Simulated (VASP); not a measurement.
# TmI4 in VASP: notebook

The runs below take TmI4 through relaxation of cell and atoms, single point, with PBE.

Program: VASP 6.6.1. These are calculated values, not measurements. Logs are shortened: lines on timing, memory, paths and dates and some standing lists are left out, and cuts for length are marked.

**1. The cell of the first run**

The structure is tetragonal, space group I4/mmm (No. 139). The conventional cell has a = 5.564 Å, b = 5.564 Å, c = 13.472 Å, α = 90.00°, β = 90.00°, γ = 90.00°. Tm (site symmetry 4/mmm) has 18 I at 4.25 to 5.12 Å and 4 Tm at 5.56 Å within 5.6 Å. I (site symmetry 4mm) has 5 I at 3.23 to 3.29 Å and 4 Tm at 4.25 Å within 4.3 Å. Within 4.4 Å of I (site symmetry -4m2) lie 8 I at 3.29 to 3.93 Å and 4 Tm at 4.37 Å.

The cell was generated, and may not be a known phase.

**2. Relaxation of cell and atoms, PBE**

INCAR

```
SYSTEM = TmI4
PREC = Accurate ; ENCUT = 500
EDIFF = 1E-7 ; ISMEAR = 0
SIGMA = 0.2 ; LREAL = .FALSE.
LASPH = .TRUE. ; NELM = 200
ALGO = Normal ; ISIF = 3
LWAVE = .FALSE. ; LCHARG = .FALSE.
GGA = PE ; IBRION = 2
NSW = 36 ; EDIFFG = -0.08
GGA_COMPAT = .FALSE. ; NELMIN = 4
LMAXMIX = 6
```

KPOINTS

```
regular mesh
0
G
  4 4 4
  0 0 0
```

POSCAR

```
TmI4
1.0
   -2.7820970000      2.7820970000      6.7359329600
    2.7820970000     -2.7820970000      6.7359329600
    2.7820970000      2.7820970000     -6.7359329600
Tm I
1 4
Direct
    0.0000000000      0.0000000000      0.0000000000
    0.3800000000      0.3800000000      0.0000000000
    0.6200000000      0.6200000000      0.0000000000
    0.7500000000      0.2500000000      0.5000000000
    0.2500000000      0.7500000000      0.5000000000
```

Potentials or basis: VASP PAW PBE potentials, release 64 (Tm_3, I), 4f in core.

Started as:

```
$ cat potpaw_PBE.64/Tm_3/POTCAR potpaw_PBE.64/I/POTCAR > POTCAR
$ mpirun -np 1 vasp_std > vasp.out
```

OUTCAR:

```text
SYSTEM = TmI4
   PREC = Accurate
   ENCUT = 500
   EDIFF = 1E-7
   ISMEAR = 0
   LREAL = .FALSE.
   LASPH = .TRUE.
   NELM = 200
   ISIF = 3
   GGA = PE
   IBRION = 2
   NSW = 36
   EDIFFG = -0.08
   NELMIN = 4

 ion  position               nearest neighbor table
   1  0.000  0.000  0.000-
   2  0.380  0.380  0.000-   3 3.23   4 3.29   5 3.29   5 3.29   4 3.29
   3  0.620  0.620  0.000-   2 3.23   4 3.29   5 3.29   4 3.29   5 3.29
   4  0.750  0.250  0.500-   2 3.29   3 3.29   2 3.29   3 3.29
   5  0.250  0.750  0.500-   2 3.29   3 3.29   2 3.29   3 3.29

  LATTYP: Found a body centered tetragonal cell.
 ALAT       =     5.5641940000
 C/A-ratio  =     2.4211711382

  Lattice vectors:

 A1 = (  -2.7820970000,   2.7820970000,   6.7359329600)
 A2 = (   2.7820970000,  -2.7820970000,   6.7359329600)
 A3 = (   2.7820970000,   2.7820970000,  -6.7359329600)

Analysis of symmetry for initial positions (statically):
=====================================================================
 Subroutine PRICEL returns:
 Original cell was already a primitive cell.

 Routine SETGRP: Setting up the symmetry group for a
 body centered tetragonal supercell.

 Subroutine GETGRP returns: Found 16 space group operations
 (whereof 16 operations were pure point group operations)
 out of a pool of 16 trial point group operations.

The static configuration has the point symmetry D_4h.

Analysis of symmetry for dynamics (positions and initial velocities):
=====================================================================
 Subroutine PRICEL returns:
 Original cell was already a primitive cell.

 Routine SETGRP: Setting up the symmetry group for a
 body centered tetragonal supercell.

 Subroutine GETGRP returns: Found 16 space group operations
 (whereof 16 operations were pure point group operations)
 out of a pool of 16 trial point group operations.

The dynamic configuration has the point symmetry D_4h.

 Subroutine INISYM returns: Found 16 space group operations
 (whereof 16 operations are pure point group operations),
 and found     1 'primitive' translations

----------------------------------------------------------------------------------------

                                     Primitive cell

  volume of cell :     208.5462

[... 69 lines left out ...]
   ions per type =               1   4
   NGX,Y,Z   is equivalent  to a cutoff of  12.79, 12.79, 12.79 a.u.
   NGXF,Y,Z  is equivalent  to a cutoff of  25.57, 25.57, 25.57 a.u.
 SYSTEM =  TmI4
   PREC   = accura    normal or accurate (medium, high low for compatibility)
   ISTART =      0    job   : 0-new  1-cont  2-samecut
   ICHARG =      2    charge: 1-file 2-atom 10-const
   ISPIN  =      1    spin polarized calculation?
   LNONCOLLINEAR =      F non collinear calculations
   LSORBIT =      F    spin-orbit coupling
   LASPH  =      T    aspherical Exc in radial PAW
   ENCUT  =  500.0 eV  36.75 Ry    6.06 a.u.  14.22 14.22 14.22*2*pi/ulx,y,z
   NELM   =    200;   NELMIN=  4; NELMDL= -5     # of ELM steps
   EDIFF  = 0.1E-06   stopping-criterion for ELM
   LREAL  =      F    real-space projection
   EDIFFG = -.8E-01   stopping-criterion for IOM
   NSW    =     36    number of steps for IOM
   IBRION =      2    ionic relax: 0-MD 1-quasi-New 2-CG
   NFREE  =      1    steps in history (QN), initial steepest desc. (CG)
   ISIF   =      3    stress and relaxation
   ISYM   =      2    0-nonsym 1-usesym 2-fastsym
   POTIM  = 0.5000    time-step for ionic-motion
   TEBEG  =    0.0;   TEEND  =   0.0 temperature during run
   PSTRESS=    0.0 pullay stress
   NELECT =      37.0000    total number of electrons
   NUPDOWN=      -1.0000    fix difference up-down
   EMIN   =  10.00;   EMAX   =-10.00  energy-range for DOS
   EFERMI =   0.00;   METHOD = LEGACY
   ISMEAR =     0;   SIGMA  =   0.20  broadening in eV -4-tet -1-fermi 0-gaus
   EFERMI_NEDOS =   21; number of points for ismear=-14 and -15
   IALGO  =     38    algorithm
   IMIX   =      4    mixing-type and parameters
     AMIX     =   0.40;   BMIX     =  1.00
     AMIX_MAG =   1.60;   BMIX_MAG =  1.00
  volume/ion in A,a.u.               =      41.71       281.47
  Fermi-wavevector in a.u.,A,eV,Ry     =   0.919901  1.738362 11.513504  0.846219
  Thomas-Fermi vector in A             =   2.045147
   LORBIT       =      0    0 simple, 1 ext, 2 COOP (PROOUT), +10 PAW based schemes
   GGA     = PE    functional components
   LHFCALC =     F    Hartree Fock is set to
   AEXX    =    0.0000 exact exchange contribution
   IVDW    =     0    specifies the selected vdW correction
   LEPSILON=     F    determine dielectric tensor
   LRPA    =     F    only Hartree local field effects (RPA)
 conjugate gradient relaxation of ions
 non-spin polarized calculation
 Gauss-broadening in eV      SIGMA  =   0.20
  energy-cutoff  :      500.00
  volume of cell :      208.55
 maximum number of plane-waves:      5329
 NGX is ok and might be reduce to    60
   NGX = 29   NGY = 29   NGZ = 29

--------------------------------------- Ionic step        1  -------------------------------------------

 number of electron      37.0000000 magnetization

 Free energy of the ion-electron system (eV)
  ---------------------------------------------------
  ext. energy  EPLUGINS =         0.00000000
  ---------------------------------------------------
  free energy    TOTEN  =        -7.58506071 eV

  energy without entropy =       -7.43573241  energy(sigma->0) =       -7.51039656

------------------------ aborting loop because EDIFF is reached ----------------------------------------

  FORCE on cell =-STRESS in cart. coord.  units (eV):
  Direction    XX          YY          ZZ          XY          YZ          ZX
  --------------------------------------------------------------------------------------
  -------------------------------------------------------------------------------------
  Total        1.4784320      1.4784320      0.0260251      0.0000000      0.0000000      0.0000000
  in kB       11.3582038     11.3582038      0.1999408      0.0000000      0.0000000      0.0000000
  external PRESSURE =       7.6387828 kB  Pullay stress =       0.0000000 kB
[... 104 lines left out ...]
--------------------------------------- Ionic step        4  -------------------------------------------

 number of electron      37.0000001 magnetization

 Free energy of the ion-electron system (eV)
  ---------------------------------------------------
  ext. energy  EPLUGINS =         0.00000000
  ---------------------------------------------------
  free energy    TOTEN  =        -7.99429308 eV

  energy without entropy =       -7.86842782  energy(sigma->0) =       -7.93136045

 E-fermi :   2.5707     XC(G=0):  -7.8872

 val. band max:        2.5462697864   @ k =   0.5000   0.2500   0.0000
 cond. band min:       2.5735357061   @ k =   0.5000   0.5000   0.2500
 fundamental gap:      0.0272659197
 Fermi energy:         2.5707362701

 k-point     1 :       0.0000    0.0000    0.0000
  band No.  band energies     occupation
      1     -26.1091      2.00000
      2     -26.1091      2.00000
      3     -26.1015      2.00000
      4     -11.4268      2.00000
      5      -9.4841      2.00000
      6      -9.1540      2.00000
[... 346 lines left out ...]
  FREE ENERGIE OF THE ION-ELECTRON SYSTEM (eV)
  ---------------------------------------------------
  free  energy   TOTEN  =        -7.9942930778 eV

  energy  without entropy=       -7.8684278232  energy(sigma->0) =       -7.93136045

 reached required accuracy - stopping structural energy minimisation
```

Wall time 4.8 min (1 thread of AMD EPYC 9R45 (Zen 5), shared host); peak memory 0.51 GiB.

What came out:

```
Free energy                           : -7.9943 eV
Relaxed volume                        : 46.08 Å³/atom
Relaxed cell                          : a = 7.908 Å, b = 7.908 Å, c = 7.908 Å, α = 136.62°, β = 136.62°, γ = 63.03°
Space group after relaxing (to 0.1 Å) : I4/mmm (No. 139)
Energy gained by relaxing             : 81.8 meV/atom
Ionic steps                           : 4
Pressure after relaxing               : -0.2 GPa
Largest force after relaxing          : 0.031 eV/Å
Band gap on the k mesh                : zero (an odd number of electrons rules out a gap without spin polarisation)
```

Forces in eV/Å, atoms in the order of the input:
```
Tm   0.000  0.000  0.000
I    0.000  0.000  0.031
I    0.000  0.000 -0.031
I    0.000  0.000  0.000
I    0.000  0.000  0.000
```

Step by step:
| step | energy change (eV) | largest force (eV/Å) | pressure (GPa) | volume (Å³) |
| --- | --- | --- | --- | --- |
| 1 | 0.0000 | 1.4032 | 0.76 | 208.55 |
| 2 | -0.1958 | 1.0776 | 0.13 | 214.59 |
| 3 | -0.4082 | 0.1601 | -0.27 | 229.07 |
| 4 | -0.4092 | 0.0311 | -0.23 | 230.39 |

Final structure:
```
CELL_PARAMETERS angstrom
-2.92286 2.92286 6.74193
2.92286 -2.92286 6.74193
2.92286 2.92286 -6.74193
ATOMIC_POSITIONS crystal
Tm 0.00000 0.00000 0.00000
I 0.39782 0.39782 0.00000
I 0.60218 0.60218 0.00000
I 0.75000 0.25000 0.50000
I 0.25000 0.75000 0.50000
```

Caveat: spin-orbit coupling is left out, which moves the levels of the heavy elements; the 4f electrons are frozen in the core, so they carry no moment and show no levels; an odd number of electrons without spin polarisation forces a metal; a magnetic or distorted state may lie lower; the run has no spin polarisation, though such a crystal can be magnetic. Spin polarisation is off, so any magnetic state and its effect on volume and gap are missing.

**3. Single point, PBE**

This run uses another cell than the first one, of 63.88 Å³/atom.

INCAR

```
  PREC = Accurate
  ENCUT = 500
  EDIFF = 1E-6
  ISMEAR = 0
  SIGMA = 0.2
  LREAL = F
  LASPH = T
  NELM = 200
  ALGO = Normal
  ISIF = 2
  LWAVE = F
  LCHARG = F
  GGA = PE
  NBANDS = 26
  GGA_COMPAT = F
  LMAXMIX = 6
```

KPOINTS

```
Automatic mesh
0
Gamma
  3 3 3
```

POSCAR

```
TmI4
1.0
    0.0000000000      6.9326707276      7.1678448078
    3.2139553178      0.0000000000      7.1678448078
    3.2139553178      6.9326707276      0.0000000000
Tm I
1 4
Direct
    0.0000000000      0.0000000000      0.0000000000
    0.7125709492      1.0025192576     -0.0025192576
    0.2874290508     -0.0025192576      1.0025192576
    1.0025192576      0.7125709492      0.2874290508
   -0.0025192576      0.2874290508      0.7125709492
```

Potentials or basis: VASP PAW PBE potentials, release 64 (Tm_3, I), 4f in core.

Started as:

```
$ cat potpaw_PBE.64/Tm_3/POTCAR potpaw_PBE.64/I/POTCAR > POTCAR
$ mpirun -np 1 vasp_std > vasp.out
```

Run time: 76 s. Hardware: 1 thread of Intel Xeon 6975P-C (Granite Rapids), shared host; peak memory 0.57 GiB.

It converged, with:

```
Free energy            : -13.9080 eV
Pressure               : 0.1 GPa
Largest force          : 0.005 eV/Å
Band gap on the k mesh : zero (an odd number of electrons rules out a gap without spin polarisation)
```

Forces in eV/Å, atoms in the order of the input:
```
Tm   0.000  0.000  0.000
I    0.000  0.002  0.004
I    0.000 -0.002 -0.004
I    0.000 -0.002  0.004
I    0.000  0.002 -0.004
```

Stress tensor (GPa, compression positive):
```
0.07 0.00 0.00
0.00 0.21 0.00
0.00 0.00 0.17
```

Levels at points of the mesh, in eV from the Fermi level:
```csv
k point,band 14,band 15,band 16,band 17,band 18,band 19,band 20,band 21,band 22,band 23
"(0.00, 0.00, 0.00)",-1.05,-0.98,-0.59,-0.21,-0.15,0.24,2.11,3.47,3.51,3.66
```

Caveat: the k points lie up to 0.39 Å⁻¹ apart, too coarse for converged energies and pressures of a metal; spin-orbit coupling is left out, which moves the levels of the heavy elements; the 4f electrons are frozen in the core, so they carry no moment and show no levels; an odd number of electrons without spin polarisation forces a metal; a magnetic or distorted state may lie lower; the run has no spin polarisation, though such a crystal can be magnetic.

The gap in the log of VASP goes by the Fermi energy; the results here count the filled bands.